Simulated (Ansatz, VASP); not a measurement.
# Two plane-wave programs on SiO2

```
Si O
1.0
     5.05968    0.00000    0.00000
    -2.52984    4.38181    0.00000
     0.00000    0.00000    5.59650
Si O
3 6
Direct
  0.00000 0.50000 0.33333
  0.50000 0.50000 0.66667
  0.50000 0.00000 0.00000
  0.58209 0.79105 0.83333
  0.79105 0.58209 0.50000
  0.79105 0.20895 0.16667
  0.41791 0.20895 0.83333
  0.20895 0.41791 0.50000
  0.20895 0.79105 0.16667
```

Change from the starting cell: strain along c alone, the other axes held, atoms relaxed: +1.0 %.

Alike in both runs: functional r2SCAN; k mesh 6 × 6 × 4; occupations gaussian, width 0.02 eV; no spin polarisation.

Ansatz relaxed the structure, and its values are those at the end. VASP's run is a single point on that final structure, the one shown.

|  | VASP | Ansatz |
| --- | --- | --- |
| version | VASP 6.6.1 | Ansatz 0.2.0 |
| potentials or method | VASP PAW PBE potentials, release 64 (Si, O), cutoff 520 eV | scalar-relativistic, plane waves, PAW |
| valence electrons in the cell | 48 | 48 |

VASP gave:

| Item | Value |
| --- | --- |
| gap on the k mesh at the Fermi level (eV) | 6.25 |
| least direct gap on the mesh (eV) | 6.42 |
| pressure (GPa) | -1.4 |
| rms of the force components (eV/Å) | 0.005 |

**Question.** Which values does Ansatz return?

**Answer.** gap on the k mesh at the Fermi level (eV): 6.25; least direct gap on the mesh (eV): 6.42; pressure (GPa): -1.5; rms of the force components (eV/Å): 0.000.

VASP's potentials were made for PBE, not for r2SCAN. Ansatz's warnings: stress scf threshold loose.
